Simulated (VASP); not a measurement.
Wanted: the native input for a VASP 6.6.1 run.

* Task: single point
* Functional: LDA
* Potentials or basis: VASP PAW LDA potentials, release 64 (Cu, B)
* Cutoff: 600 eV
* k mesh: 5 × 5 × 5
* Occupations: fermi-dirac, width 0.05 eV
* Spin: no spin polarisation
* Dipole correction: no
* Further INCAR settings: ALGO = Normal; EDIFF = 1e-06; NBANDS = 34

The structure of Cu2B lies in POSCAR:

```
Cu2B
1.0
    0.0000000000      3.1902335472      3.1902335472
    3.1902335472      0.0000000000      3.1902335472
    3.1902335472      3.1902335472      0.0000000000
Cu B
4 2
Direct
    0.1250000000      0.1250000000      0.1250000000
    0.6250000000      0.1250000000      0.1250000000
    0.1250000000      0.1250000000      0.6250000000
    0.1250000000      0.6250000000      0.1250000000
    0.5000000000      0.5000000000      0.5000000000
    0.7500000000      0.7500000000      0.7500000000
```

The input as run:

INCAR

```
SYSTEM = Cu2B
  ALGO = Normal
  EDIFF = 1E-6
  ENCUT = 600
  GGA = CA
  GGA_COMPAT = .False.
  ISIF = 2
  ISMEAR = -1
  LASPH = .True.
  LCHARG = .False.
  LREAL = .False.
  LWAVE = .False.
  NBANDS = 34
  NELM = 120
  PREC = Accurate
  SIGMA = 0.05
```

KPOINTS

```
k-points
0
Gamma
  5 5 5
  0 0 0
```

Potentials or basis: VASP PAW LDA potentials, release 64 (Cu, B).

The run is started by

```sh
$ cat potpaw_LDA.64/Cu/POTCAR potpaw_LDA.64/B/POTCAR > POTCAR
$ mpirun -np 1 vasp_std > vasp.out
```

Results of the run:

| Property | Result |
| --- | --- |
| Pressure | 0.6 GPa |
| Band gap on the k mesh | zero (band 25 reaches 7.46 eV, above the bottom of band 26 at 6.23 eV) |

Run time: 18 s on 1 thread of AMD EPYC 9R45 96-Core Processor (Zen 5), with other jobs on the host, peak memory 0.14 GiB.
